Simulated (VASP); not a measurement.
# FeO in VASP: single point with PBE

Aim: the single point of FeO with PBE.

Program: VASP 6.6.1. These are calculated values, not measurements. Logs are shortened: lines on timing, memory, paths and dates and some standing lists are left out, and cuts for length are marked.

## (1) The cell of the first run

The typed cell holds 2 atoms: a = 3.047 Å, b = 3.047 Å, c = 3.047 Å, α = 59.99°, β = 59.99°, γ = 59.99°.

## (2) Single point, PBE, collinear spin, ferromagnetic start

File INCAR:

```
PREC = Accurate
ENCUT = 600
EDIFF = 1E-6
ISMEAR = 0
SIGMA = 0.1
LREAL = False
LASPH = True
NELM = 200
ALGO = Normal
ISIF = 2
LWAVE = False
LCHARG = True
ISPIN = 2
MAGMOM = 3.8 0.35
LORBIT = 11
LMAXMIX = 4
GGA = PE
LELF = True
LVHAR = True
NBANDS = 18
GGA_COMPAT = False
```

File KPOINTS:

```
regular mesh
0
Gamma
  18 18 18
```

File POSCAR:

```
FeO
1.0
    1.5232631101      0.8794563667      2.4878960929
   -1.5232631101      0.8794563667      2.4878960929
    0.0000000000     -1.7589127333      2.4878960929
Fe O
1 1
Direct
    0.0000000000      0.0000000000      0.0000000000
    0.5000000000      0.5000000000      0.5000000000
```

Potentials or basis: VASP PAW PBE potentials, release 64 (Fe, O).

Started as:

```
cat potpaw_PBE.64/Fe/POTCAR potpaw_PBE.64/O/POTCAR > POTCAR
mpirun -np 1 vasp_std > vasp.out
```

OUTCAR:

```text
PREC = Accurate
   ENCUT = 600
   EDIFF = 1E-6
   ISMEAR = 0
   LREAL = False
   LASPH = True
   NELM = 200
   ISIF = 2
   ISPIN = 2
   LORBIT = 11
   GGA = PE

 ion  position               nearest neighbor table
   1  0.000  0.000  0.000-   2 2.15   2 2.15   2 2.15   2 2.15   2 2.15   2 2.15
   2  0.500  0.500  0.500-   1 2.15   1 2.15   1 2.15   1 2.15   1 2.15   1 2.15

  LATTYP: Found a trigonal (rhomboedric) cell.
 ALAT       =     3.0468674032
 COS(alpha) =     0.5001119720

  Lattice vectors:

 A1 = (   1.5232631101,   0.8794563667,   2.4878960929)
 A2 = (  -1.5232631101,   0.8794563667,   2.4878960929)
 A3 = (   0.0000000000,  -1.7589127333,   2.4878960929)

Analysis of symmetry for initial positions (statically):
=====================================================================
 Subroutine PRICEL returns:
 Original cell was already a primitive cell.

 Routine SETGRP: Setting up the symmetry group for a
 trigonal (rhombohedral) supercell.

 Subroutine GETGRP returns: Found 12 space group operations
 (whereof 12 operations were pure point group operations)
 out of a pool of 12 trial point group operations.

The static configuration has the point symmetry D_3d.

Analysis of symmetry for dynamics (positions and initial velocities):
=====================================================================
 Subroutine PRICEL returns:
 Original cell was already a primitive cell.

 Routine SETGRP: Setting up the symmetry group for a
 trigonal (rhombohedral) supercell.

 Subroutine GETGRP returns: Found 12 space group operations
 (whereof 12 operations were pure point group operations)
 out of a pool of 12 trial point group operations.

The dynamic configuration has the point symmetry D_3d.

Analysis of structural, dynamic, and magnetic symmetry:
=====================================================================
 Subroutine PRICEL returns:
 Original cell was already a primitive cell.

 Routine SETGRP: Setting up the symmetry group for a
 trigonal (rhombohedral) supercell.

 Subroutine GETGRP returns: Found 12 space group operations
 (whereof 12 operations were pure point group operations)
 out of a pool of 12 trial point group operations.

The overall configuration has the point symmetry D_3d.

 Subroutine INISYM returns: Found 12 space group operations
 (whereof 12 operations are pure point group operations),
 and found     1 'primitive' translations

----------------------------------------------------------------------------------------

                                     Primitive cell

  volume of cell :      19.9974

  direct lattice vectors                    reciprocal lattice vectors
     1.523263110  0.879456367  2.487896093     0.328242703  0.189511013  0.133982016
    -1.523263110  0.879456367  2.487896093    -0.328242703  0.189511013  0.133982016
     0.000000000 -1.758912733  2.487896093     0.000000000 -0.379022025  0.133982016

  length of vectors
     3.046867403  3.046867403  3.046867403     0.402006065  0.402006065  0.402006065

  position of ions in fractional coordinates (direct lattice)
     0.000000000  0.000000000  0.000000000
     0.500000000  0.500000000  0.500000000

  ion indices of the primitive-cell ions
   primitive index   ion index
                 1           1
                 2           2

----------------------------------------------------------------------------------------

 KPOINTS: regular mesh

Automatic generation of k-mesh.
 Grid dimensions read from file:
 generate k-points for:   18   18   18

 Generating k-lattice:

  Cartesian coordinates                     Fractional coordinates (reciprocal lattice)
     0.018235706  0.010528390  0.007443445     0.055555556 -0.000000000  0.000000000
    -0.018235706  0.010528390  0.007443445    -0.000000000  0.055555556  0.000000000
     0.000000000 -0.021056779  0.007443445     0.000000000  0.000000000  0.055555556

  Length of vectors
     0.022333670  0.022333670  0.022333670

  Shift w.r.t. Gamma in fractional coordinates (k-lattice)
     0.000000000  0.000000000  0.000000000

 Subroutine IBZKPT returns following result:
 ===========================================

 Found    580 irreducible k-points:

 Following reciprocal coordinates:
            Coordinates               Weight
  0.000000  0.000000  0.000000      1.000000
  0.055556 -0.000000  0.000000      6.000000
  0.111111 -0.000000  0.000000      6.000000
  0.166667  0.000000  0.000000      6.000000
  0.222222  0.000000  0.000000      6.000000
  0.277778  0.000000  0.000000      6.000000
[... 16 lines left out ...]
 -0.277778  0.055556 -0.000000     12.000000
 -0.222222  0.055556 -0.000000     12.000000
 [... further k-points ...]
   k-points           NKPTS =    580   k-points in BZ     NKDIM =    580   number of bands    NBANDS=     18
   number of dos      NEDOS =    301   number of ions     NIONS =      2
   total plane-waves  NPLWV =  13824
   dimension x,y,z NGX =    24 NGY =   24 NGZ =   24
   dimension x,y,z NGXF=    48 NGYF=   48 NGZF=   48
   ions per type =               1   1
   NGX,Y,Z   is equivalent  to a cutoff of  13.10, 13.10, 13.10 a.u.
   NGXF,Y,Z  is equivalent  to a cutoff of  26.19, 26.19, 26.19 a.u.
 SYSTEM =  unknown system
   PREC   = accura    normal or accurate (medium, high low for compatibility)
   ISTART =      0    job   : 0-new  1-cont  2-samecut
   ICHARG =      2    charge: 1-file 2-atom 10-const
   ISPIN  =      2    spin polarized calculation?
   LNONCOLLINEAR =      F non collinear calculations
   LSORBIT =      F    spin-orbit coupling
   LASPH  =      T    aspherical Exc in radial PAW
   ENCUT  =  600.0 eV  44.10 Ry    6.64 a.u.   6.09  6.09  6.09*2*pi/ulx,y,z
   NELM   =    200;   NELMIN=  2; NELMDL= -5     # of ELM steps
   EDIFF  = 0.1E-05   stopping-criterion for ELM
   LREAL  =      F    real-space projection
   EDIFFG = 0.1E-04   stopping-criterion for IOM
   NSW    =      0    number of steps for IOM
   IBRION =     -1    ionic relax: 0-MD 1-quasi-New 2-CG
   NFREE  =      0    steps in history (QN), initial steepest desc. (CG)
   ISIF   =      2    stress and relaxation
   ISYM   =      2    0-nonsym 1-usesym 2-fastsym
   POTIM  = 0.5000    time-step for ionic-motion
   TEBEG  =    0.0;   TEEND  =   0.0 temperature during run
   PSTRESS=    0.0 pullay stress
   NELECT =      14.0000    total number of electrons
   NUPDOWN=      -1.0000    fix difference up-down
   EMIN   =  10.00;   EMAX   =-10.00  energy-range for DOS
   EFERMI =   0.00;   METHOD = LEGACY
   ISMEAR =     0;   SIGMA  =   0.10  broadening in eV -4-tet -1-fermi 0-gaus
   EFERMI_NEDOS =   21; number of points for ismear=-14 and -15
   IALGO  =     38    algorithm
   IMIX   =      4    mixing-type and parameters
     AMIX     =   0.40;   BMIX     =  1.00
     AMIX_MAG =   1.60;   BMIX_MAG =  1.00
  volume/ion in A,a.u.               =      10.00        67.47
  Fermi-wavevector in a.u.,A,eV,Ry     =   1.453650  2.747001 28.750460  2.113099
  Thomas-Fermi vector in A             =   2.570892
   LORBIT       =     11    0 simple, 1 ext, 2 COOP (PROOUT), +10 PAW based schemes
   GGA     = PE    functional components
   LHFCALC =     F    Hartree Fock is set to
   AEXX    =    0.0000 exact exchange contribution
   IVDW    =     0    specifies the selected vdW correction
   LEPSILON=     F    determine dielectric tensor
   LRPA    =     F    only Hartree local field effects (RPA)
 spin polarized calculation
 Gauss-broadening in eV      SIGMA  =   0.10
  energy-cutoff  :      600.00
  volume of cell :       20.00
 maximum number of plane-waves:       692
   NGX = 13   NGY = 13   NGZ = 13

 number of electron      13.9999998 magnetization       3.9993980

 Free energy of the ion-electron system (eV)
  ---------------------------------------------------
  ext. energy  EPLUGINS =         0.00000000
  ---------------------------------------------------
  free energy    TOTEN  =       -14.93625451 eV

  energy without entropy =      -14.92966296  energy(sigma->0) =      -14.93295873

 E-fermi :   6.2149     XC(G=0): -12.1717

 val. band max:        6.2127874108   @ k =  -0.2222   0.0556  -0.0000
 cond. band min:       6.2160261791   @ k =  -0.2222   0.1667   0.0000
 fundamental gap:      0.0032387683
 Fermi energy:         6.2148818997

 spin component 1

 k-point     1 :       0.0000    0.0000    0.0000
  band No.  band energies     occupation
      1     -14.5172      1.00000
      2       2.3414      1.00000
      3       2.3422      1.00000
      4       2.3422      1.00000
      5       2.4138      1.00000
      6       2.4149      1.00000
[... 10 lines left out ...]
     17      26.8794      0.00000
     18      29.9928      0.00000

 k-point     2 :       0.0556   -0.0000    0.0000
  band No.  band energies     occupation
      1     -14.4865      1.00000
      2       1.9075      1.00000
      3       1.9305      1.00000
      4       1.9312      1.00000
      5       2.3865      1.00000
      6       2.3870      1.00000
[... 10 lines left out ...]
     17      27.2650      0.00000
     18      30.5643      0.00000

 k-point     3 :       0.1111   -0.0000    0.0000
  band No.  band energies     occupation
      1     -14.3965      1.00000
      2       1.2380      1.00000
      3       1.4336      1.00000
      4       1.4344      1.00000
      5       2.4504      1.00000
      6       2.4509      1.00000
[... 10 lines left out ...]
     17      28.3124      0.00000
     18      31.7723      0.00000

 k-point     4 :       0.1667    0.0000    0.0000
  band No.  band energies     occupation
      1     -14.2549      1.00000
      2       0.4711      1.00000
      3       0.9755      1.00000
      4       0.9763      1.00000
      5       2.5505      1.00000
      6       2.5510      1.00000
[... 375 lines left out ...]
      4      -0.0603      1.00000
      5       2.9362      1.00000
      6       3.0118      1.00000
[... 10 lines left out ...]
     17      31.6886      0.00000
     18      33.7872      0.00000

 k-point    23 :      -0.2778    0.0556   -0.0000
  band No.  band energies     occupation
      1     -13.7902      1.00000
      2      -1.2566      1.00000
      3       0.0348      1.00000
      4       0.2236      1.00000
      5       2.8028      1.00000
      6       2.8960      1.00000
[... 10 lines left out ...]
     17      32.3077      0.00000
     18      34.0810      0.00000

 k-point    24 :      -0.2222    0.0556   -0.0000
  band No.  band energies     occupation
      1     -13.9899      1.00000
      2      -0.6107      1.00000
      3       0.3259      1.00000
      4       0.5816      1.00000
      5       2.6655      1.00000
      6       2.7718      1.00000
[... 10 lines left out ...]
     17      31.9754      0.00000
     18      33.8882      0.00000

 [... further k-points ...]

 spin component 2

 k-point     1 :       0.0000    0.0000    0.0000
  band No.  band energies     occupation
      1     -13.9846      1.00000
      2       2.9722      1.00000
      3       2.9733      1.00000
      4       2.9733      1.00000
      5       5.4792      1.00000
      6       5.4800      1.00000
[... 10 lines left out ...]
     17      28.4708      0.00000
     18      31.0723      0.00000

 k-point     2 :       0.0556   -0.0000    0.0000
  band No.  band energies     occupation
      1     -13.9534      1.00000
      2       2.7076      1.00000
      3       2.8754      1.00000
      4       2.8764      1.00000
      5       5.5202      1.00000
      6       5.5210      1.00000
[... 10 lines left out ...]
     17      28.7770      0.00000
     18      31.7281      0.00000

 k-point     3 :       0.1111   -0.0000    0.0000
  band No.  band energies     occupation
      1     -13.8623      1.00000
      2       2.0741      1.00000
      3       2.6270      1.00000
      4       2.6280      1.00000
      5       5.6267      1.00000
      6       5.6274      1.00000
[... 10 lines left out ...]
     17      29.6175      0.00000
     18      33.0163      0.00000

 k-point     4 :       0.1667    0.0000    0.0000
  band No.  band energies     occupation
      1     -13.7188      1.00000
      2       1.2979      1.00000
      3       2.3057      1.00000
      4       2.3067      1.00000
      5       5.7524      1.00000
      6       5.7757      1.00000
[... 375 lines left out ...]
      4       1.3409      1.00000
      5       6.2992      0.11656
      6       6.3040      0.10368
[... 10 lines left out ...]
     17      32.2157      0.00000
     18      34.4788      0.00000

 k-point    23 :      -0.2778    0.0556   -0.0000
  band No.  band energies     occupation
      1     -13.2470      1.00000
      2      -0.4631      1.00000
      3       1.5171      1.00000
      4       1.5894      1.00000
      5       6.1033      0.94265
      6       6.1143      0.92249
[... 10 lines left out ...]
     17      32.9181      0.00000
     18      34.9058      0.00000

 k-point    24 :      -0.2222    0.0556   -0.0000
  band No.  band energies     occupation
      1     -13.4497      1.00000
      2       0.2129      1.00000
      3       1.7887      1.00000
      4       1.8921      1.00000
      5       5.9249      0.99998
      6       5.9260      0.99998
[... 10 lines left out ...]
     17      32.7924      0.00000
     18      34.8980      0.00000

 [... further k-points ...]
[... 5 lines left out ...]
  --------------------------------------------------------------------------------------
  -------------------------------------------------------------------------------------
  Total       -0.0169052     -0.0169052     -0.0184821      0.0000000     -0.0000000      0.0000000
  in kB       -1.3544389     -1.3544389     -1.4807714      0.0000000     -0.0000000      0.0000000
  external PRESSURE =      -1.3965497 kB  Pullay stress =       0.0000000 kB

 VOLUME and BASIS-vectors are now :
 -----------------------------------------------------------------------------
  energy-cutoff  :      600.00
  volume of cell :       20.00
      direct lattice vectors                 reciprocal lattice vectors
     1.523263110  0.879456367  2.487896093     0.328242703  0.189511013  0.133982016
    -1.523263110  0.879456367  2.487896093    -0.328242703  0.189511013  0.133982016
     0.000000000 -1.758912733  2.487896093     0.000000000 -0.379022025  0.133982016

 POSITION                                       TOTAL-FORCE (eV/Angst)
 -----------------------------------------------------------------------------------
      0.00000      0.00000      0.00000         0.000000     -0.000000      0.000000
      0.00000      0.00000      3.73184        -0.000000      0.000000     -0.000000
 -----------------------------------------------------------------------------------
    total drift:                               -0.000000      0.000000     -0.000000

  FREE ENERGIE OF THE ION-ELECTRON SYSTEM (eV)
  ---------------------------------------------------
  free  energy   TOTEN  =       -14.9362545076 eV

  energy  without entropy=      -14.9296629607  energy(sigma->0) =      -14.93295873

 total charge

# of ion       s       p       d       tot
------------------------------------------
    1        0.288   0.359   6.087   6.734
    2        1.553   3.440   0.000   4.993
--------------------------------------------------
tot          1.841   3.799   6.087  11.727

 magnetization (x)

# of ion       s       p       d       tot
------------------------------------------
    1        0.027   0.021   3.571   3.619
    2        0.030   0.272   0.000   0.302
--------------------------------------------------
tot          0.057   0.293   3.571   3.920
```

It took 11 min on 1 thread of Oxide Virtual Turin-like, shared host; peak memory 0.43 GiB.

What came out:

- Free energy: -14.9363 eV
- Pressure: -0.1 GPa
- Band gap on the k mesh: zero (filled and empty bands overlap)
- Net moment: 4.00 μB per cell
- Site moments: Fe +3.62; O +0.30 μB
- Valence electrons inside the program's atomic spheres: Fe 6.73; O 4.99

Levels at points of the mesh, in eV from the Fermi level:
Spin up:
| k point | band 7 | band 8 | band 9 | band 10 | band 11 | band 12 |
| --- | --- | --- | --- | --- | --- | --- |
| (0.00, 0.00, 0.00) | -3.80 | -3.68 | -3.68 | 0.10 | 15.48 | 17.05 |
| (0.50, 0.00, 0.00) | -2.49 | -0.33 | -0.33 | 4.09 | 8.48 | 12.56 |
| (0.50, 0.50, 0.00) | -2.80 | -2.79 | -2.79 | 5.30 | 8.75 | 10.78 |
| (0.50, 0.50, 0.50) | -2.49 | -0.33 | -0.33 | 4.10 | 8.48 | 12.57 |
Spin down:
| k point | band 1 | band 2 | band 3 | band 4 | band 5 | band 6 | band 7 | band 8 | band 9 | band 10 |
| --- | --- | --- | --- | --- | --- | --- | --- | --- | --- | --- |
| (0.00, 0.00, 0.00) | -20.20 | -3.24 | -3.24 | -3.24 | -0.74 | -0.73 | -0.73 | 0.19 | 0.19 | 0.90 |
| (0.50, 0.00, 0.00) | -19.01 | -8.00 | -5.15 | -5.15 | 0.39 | 0.39 | 0.60 | 2.79 | 2.79 | 4.58 |
| (0.50, 0.50, 0.00) | -19.00 | -6.88 | -4.42 | -4.42 | -2.11 | 0.73 | 0.73 | 0.74 | 1.14 | 6.64 |
| (0.50, 0.50, 0.50) | -19.01 | -8.00 | -5.15 | -5.15 | 0.39 | 0.39 | 0.60 | 2.79 | 2.79 | 4.58 |

Caveat: a cell with one magnetic atom can't hold antiferromagnetic order, which such compounds often take; semilocal functionals often make such compounds metallic where correlation or magnetic order opens a gap, which also shifts bond lengths. With open d or f shells a metallic result of PBE can be an artefact of self-interaction; +U or a hybrid may open a gap.
